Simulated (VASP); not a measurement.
C, 4 atoms in the cell. It takes space group P2_1/m (No. 11, monoclinic). The conventional cell has a = 2.459 Å, b = 7.246 Å, c = 2.459 Å, α = 90.00°, β = 120.00°, γ = 90.00°. Within 1.9 Å of C (site symmetry m) lie 3 C at 1.42 Å. C (site symmetry m) has 3 C at 1.42 Å within 1.9 Å. 

| Property | Result |
| --- | --- |
| Program | VASP 6.6.1 |
| Task | single point |
| Functional | PBEsol |
| Potentials or basis | VASP PAW PBE potentials, release 64 (C) |
| Cutoff | 520 eV |
| k mesh | 18 × 18 × 6 |
| Occupations | gaussian, width 0.15 eV |
| Spin | no spin polarisation |
| Dipole correction | no |
| Further INCAR settings | ALGO = Normal; EDIFF = 1e-07; NBANDS = 16 |

Potentials or basis: VASP PAW PBE potentials, release 64 (C).

The run is started by

```bash
$ cat potpaw_PBE.64/C/POTCAR > POTCAR
$ mpirun -np 1 vasp_std > vasp.out
```

Hardware: 1 thread of AMD EPYC 9R45 96-Core Processor (Zen 5), on a shared host.

Problem. How long does it take, and how much memory?

Solution. It took 3.4 min on 1 thread of AMD EPYC 9R45 96-Core Processor (Zen 5), with other jobs on the host, peak memory 0.34 GiB. Counts: scf iterations 13, k points 656.
